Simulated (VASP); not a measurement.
# Rh in VASP: single point with r2SCAN

Aim: the single point of Rh with r2SCAN.

Program: VASP 6.6.1. These are calculated values, not measurements. Logs are shortened: lines on timing, memory, paths and dates and some standing lists are left out, and cuts for length are marked.

**1. The cell of the first run**

The typed cell holds 1 atom: a = 2.612 Å, b = 2.612 Å, c = 3.016 Å, α = 54.73°, β = 54.73°, γ = 70.53°.

This isn't the form of Rh at room conditions, which is fcc.

**2. Single point, r2SCAN**

The input, POSCAR:

```
Rh
1.0
    0.0000000000      2.1327305958      1.5078405312
    2.1327305958      0.0000000000      1.5078405312
    2.1327305958      2.1327305958      0.0000000000
Rh
1
Direct
    0.0000000000      0.0000000000      0.0000000000
```

The input, INCAR.step1:

```
SYSTEM = Rh
PREC = Accurate ; ENCUT = 520
ISMEAR = 0 ; SIGMA = 0.15
LREAL = .FALSE. ; LASPH = .TRUE.
NELM = 60 ; NBANDS = 14
GGA = PE ; ALGO = Normal
EDIFF = 1E-4 ; LWAVE = .TRUE.
LCHARG = .FALSE.
```

The input, INCAR.step2:

```
SYSTEM = Rh
PREC = Accurate ; ENCUT = 520
EDIFF = 1E-7 ; ISMEAR = 0
SIGMA = 0.15 ; LREAL = .FALSE.
LASPH = .TRUE. ; NELM = 60
ALGO = Normal ; ISIF = 2
LWAVE = .FALSE. ; LCHARG = .FALSE.
METAGGA = R2SCAN ; LMIXTAU = .TRUE.
NBANDS = 14 ; ISTART = 1
```

The input, KPOINTS:

```
Automatic mesh
0
G
  30 30 30
  0 0 0
```

Potentials or basis: VASP PAW PBE potentials, release 64 (Rh_pv).

Command:

```
$ cat potpaw_PBE.64/Rh_pv/POTCAR > POTCAR
$ cp INCAR.step1 INCAR
$ mpirun -np 1 vasp_std > vasp.out
$ cp INCAR.step2 INCAR
$ mpirun -np 1 vasp_std > vasp.out
```

OUTCAR:

```text
SYSTEM = Rh
   PREC = Accurate
   ENCUT = 520
   EDIFF = 1E-7
   ISMEAR = 0
   LREAL = .FALSE.
   LASPH = .TRUE.
   NELM = 60
   ISIF = 2
   METAGGA = R2SCAN
   ISTART = 1

 ion  position               nearest neighbor table
   1  0.000  0.000  0.000-

  LATTYP: Found a body centered tetragonal cell.
 ALAT       =     3.0161365335
 C/A-ratio  =     0.9998489886

  Lattice vectors:

 A1 = (   0.0000000000,  -2.1327305958,  -1.5078405312)
 A2 = (   0.0000000000,   2.1327305958,  -1.5078405312)
 A3 = (   2.1327305958,   0.0000000000,   1.5078405312)

Analysis of symmetry for initial positions (statically):
=====================================================================
 Subroutine PRICEL returns:
 Original cell was already a primitive cell.

 Routine SETGRP: Setting up the symmetry group for a
 body centered tetragonal supercell.

 Subroutine GETGRP returns: Found 16 space group operations
 (whereof 16 operations were pure point group operations)
 out of a pool of 16 trial point group operations.

The static configuration has the point symmetry D_4h.

Analysis of symmetry for dynamics (positions and initial velocities):
=====================================================================
 Subroutine PRICEL returns:
 Original cell was already a primitive cell.

 Routine SETGRP: Setting up the symmetry group for a
 body centered tetragonal supercell.

 Subroutine GETGRP returns: Found 16 space group operations
 (whereof 16 operations were pure point group operations)
 out of a pool of 16 trial point group operations.

The dynamic configuration has the point symmetry D_4h.

 Subroutine INISYM returns: Found 16 space group operations
 (whereof 16 operations are pure point group operations),
 and found     1 'primitive' translations

----------------------------------------------------------------------------------------

                                     Primitive cell

  volume of cell :      13.7169

  direct lattice vectors                    reciprocal lattice vectors
     0.000000000  2.132730596  1.507840531    -0.234441237  0.234441237  0.331600053
     2.132730596  0.000000000  1.507840531     0.234441237 -0.234441237  0.331600053
     2.132730596  2.132730596  0.000000000     0.234441237  0.234441237 -0.331600053

  length of vectors
     2.611919383  2.611919383  3.016136533     0.468917885  0.468917885  0.468917885

  position of ions in fractional coordinates (direct lattice)
     0.000000000  0.000000000  0.000000000

  ion indices of the primitive-cell ions
[... 78 lines left out ...]
   IBRION =     -1    ionic relax: 0-MD 1-quasi-New 2-CG
   NFREE  =      0    steps in history (QN), initial steepest desc. (CG)
   ISIF   =      2    stress and relaxation
   ISYM   =      2    0-nonsym 1-usesym 2-fastsym
   POTIM  = 0.5000    time-step for ionic-motion
   TEBEG  =    0.0;   TEEND  =   0.0 temperature during run
   PSTRESS=    0.0 pullay stress
   NELECT =      15.0000    total number of electrons
   NUPDOWN=      -1.0000    fix difference up-down
   EMIN   =  10.00;   EMAX   =-10.00  energy-range for DOS
   EFERMI =   0.00;   METHOD = LEGACY
   ISMEAR =     0;   SIGMA  =   0.15  broadening in eV -4-tet -1-fermi 0-gaus
   EFERMI_NEDOS =   21; number of points for ismear=-14 and -15
   IALGO  =     38    algorithm
   IMIX   =      4    mixing-type and parameters
     AMIX     =   0.40;   BMIX     =  1.00
     AMIX_MAG =   1.60;   BMIX_MAG =  1.00
  volume/ion in A,a.u.               =      13.72        92.57
  Fermi-wavevector in a.u.,A,eV,Ry     =   1.686629  3.187266 38.704709  2.844716
  Thomas-Fermi vector in A             =   2.769259
   LORBIT       =      0    0 simple, 1 ext, 2 COOP (PROOUT), +10 PAW based schemes
   METAGGA = R2SCAN    functional components
   LHFCALC =     F    Hartree Fock is set to
   AEXX    =    0.0000 exact exchange contribution
   IVDW    =     0    specifies the selected vdW correction
   LEPSILON=     F    determine dielectric tensor
   LRPA    =     F    only Hartree local field effects (RPA)
 non-spin polarized calculation
 Gauss-broadening in eV      SIGMA  =   0.15
  energy-cutoff  :      520.00
  volume of cell :       13.72
 maximum number of plane-waves:       382
   NGX =  9   NGY =  9   NGZ = 11

 number of electron      15.0000000 magnetization

 Free energy of the ion-electron system (eV)
  ---------------------------------------------------
  ext. energy  EPLUGINS =         0.00000000
  ---------------------------------------------------
  free energy    TOTEN  =       -23.76790276 eV

  energy without entropy =      -23.74307560  energy(sigma->0) =      -23.75548918

 E-fermi :  11.5816     XC(G=0): -15.1795

 val. band max:       11.5811340025   @ k =  -0.3000   0.3000   0.0667
 cond. band min:      11.5823978785   @ k =  -0.3667   0.0667   0.4333
 fundamental gap:      0.0012638761
 Fermi energy:        11.5815539482

 k-point     1 :       0.0000    0.0000    0.0000
  band No.  band energies     occupation
      1     -35.8362      2.00000
      2     -35.8358      2.00000
      3     -35.8358      2.00000
      4       3.6135      2.00000
      5       8.5259      2.00000
      6       8.5271      2.00000
      7       8.5271      2.00000
      8      11.0709      2.00000
      9      11.0728      2.00000
     10      29.5288      0.00000
     11      31.0016      0.00000
     12      31.0016      0.00000
     13      31.0051      0.00000
     14      41.6507      0.00000
[... 377 lines left out ...]
      1     -36.2892      2.00000
      2     -35.9896      2.00000
      3     -35.8438      2.00000
      4       5.7205      2.00000
      5       7.6150      2.00000
      6       8.9259      2.00000
      7      10.5702      2.00000
      8      10.8012      2.00000
      9      11.3259      1.98406
     10      28.3567      0.00000
     11      29.5297      0.00000
     12      29.6788      0.00000
     13      34.7001      0.00000
     14      36.9848      0.00000

 [... further k-points ...]
[... 5 lines left out ...]
  --------------------------------------------------------------------------------------
  -------------------------------------------------------------------------------------
  Total        0.7777025      0.7777025      0.7729941      0.0000000     -0.0000000     -0.0000000
  in kB       90.8378094     90.8378094     90.2878625      0.0000000     -0.0000000     -0.0000000
  external PRESSURE =      90.6544938 kB  Pullay stress =       0.0000000 kB

 VOLUME and BASIS-vectors are now :
 -----------------------------------------------------------------------------
  energy-cutoff  :      520.00
  volume of cell :       13.72
      direct lattice vectors                 reciprocal lattice vectors
     0.000000000  2.132730596  1.507840531    -0.234441237  0.234441237  0.331600053
     2.132730596  0.000000000  1.507840531     0.234441237 -0.234441237  0.331600053
     2.132730596  2.132730596  0.000000000     0.234441237  0.234441237 -0.331600053

 POSITION                                       TOTAL-FORCE (eV/Angst)
 -----------------------------------------------------------------------------------
      0.00000      0.00000      0.00000         0.000000      0.000000      0.000000
 -----------------------------------------------------------------------------------
    total drift:                                0.000000     -0.000000     -0.000000

  FREE ENERGIE OF THE ION-ELECTRON SYSTEM (eV)
  ---------------------------------------------------
  free  energy   TOTEN  =       -23.7679027596 eV

  energy  without entropy=      -23.7430756036  energy(sigma->0) =      -23.75548918
```

OSZICAR.step1:

```text
N       E                     dE             d eps       ncg     rms          rms(c)
DAV:   1     0.120461163090E+03    0.12046E+03   -0.87816E+03 56056   0.115E+03
DAV:   2    -0.571257710177E+01   -0.12617E+03   -0.12070E+03 61194   0.341E+02
DAV:   3    -0.728347202524E+01   -0.15709E+01   -0.15668E+01 67776   0.418E+01
DAV:   4    -0.728938599546E+01   -0.59140E-02   -0.59136E-02 64344   0.262E+00
DAV:   5    -0.728943870410E+01   -0.52709E-04   -0.52709E-04 66450   0.219E-01    0.107E+01
DAV:   6    -0.690442727864E+01    0.38501E+00   -0.67811E-01 59190   0.109E+01    0.426E+00
DAV:   7    -0.688897365246E+01    0.15454E-01   -0.17735E-02 67164   0.154E+00    0.196E+00
DAV:   8    -0.688605660034E+01    0.29171E-02   -0.32266E-03 57762   0.752E-01    0.170E-01
DAV:   9    -0.688597409836E+01    0.82502E-04   -0.71072E-05 37614   0.119E-01
   1 F= -.68859741E+01 E0= -.68721906E+01  d E =-.275670E-01
```

Wall time 13 min (1 thread of AMD EPYC 9R45 (Zen 5), shared host); peak memory 0.4 GiB.

Results:

| Quantity | Value |
| --- | --- |
| Free energy | -23.7679 eV |
| Pressure | 9.1 GPa |
| Band gap on the k mesh | zero (an odd number of electrons rules out a gap without spin polarisation) |

Levels at points of the mesh, in eV from the Fermi level:
| k point | band 4 | band 5 | band 6 | band 7 | band 8 | band 9 | band 10 | band 11 |
| --- | --- | --- | --- | --- | --- | --- | --- | --- |
| (0.00, 0.00, 0.00) | -7.97 | -3.06 | -3.05 | -3.05 | -0.51 | -0.51 | 17.95 | 19.42 |
| (0.50, 0.00, 0.00) | -6.16 | -4.67 | -0.54 | -0.13 | 1.53 | 1.76 | 10.09 | 15.39 |
| (0.50, 0.50, 0.00) | -6.24 | -6.24 | 1.21 | 1.21 | 1.21 | 10.17 | 10.17 | 10.17 |
| (0.50, 0.00, 0.50) | -6.16 | -4.67 | -0.54 | -0.13 | 1.53 | 1.76 | 10.09 | 15.39 |

Caveat: the cell stands under pressure; the PAW data sets were made with another functional, which shifts forces and pressure a little.
